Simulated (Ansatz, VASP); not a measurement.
## Two plane-wave programs on TiB

```
Ti B
1.0
     0.00000    2.20605    1.99595
     2.20605    0.00000    1.99595
     2.20605    2.20605    0.00000
Ti B
1 1
Cartesian
  3.3091 3.3091 2.9939
  0.0000 0.0000 0.0000
```

Change from the starting cell: strain +0.050 along x and y, -0.050 along z, atoms carried along.

Alike in both runs: task single point; functional r2SCAN; k mesh 20 × 20 × 20; occupations gaussian, width 0.15 eV; no spin polarisation.

|  | VASP | Ansatz |
| --- | --- | --- |
| version | VASP 6.6.1 | Ansatz 0.2.0 |
| potentials or method | VASP PAW PBE potentials, release 64 (Ti_sv, B), cutoff 520 eV | scalar-relativistic, plane waves, PAW |
| valence electrons in the cell | 15 | 15 |

|  | VASP | Ansatz | Ansatz less VASP |
| --- | --- | --- | --- |
| gap on the k mesh at the Fermi level (eV) | none | none | - |
| pressure (GPa) | 101.2 | 100.3 | -0.87 |
| traceless stress, the component that is largest in VASP (GPa) | -17.38 | -17.34 | +0.044 |

VASP's potentials were made for PBE, not for r2SCAN. A gap of «none» marks a metal or a gap that the smearing closes. Both programs put the cell under a high pressure, so it lies far from rest at this level. With one functional, cell and mesh, what is left measures potentials, basis and numerics.

Noted on VASP's run: the cell as given lies far from equilibrium.
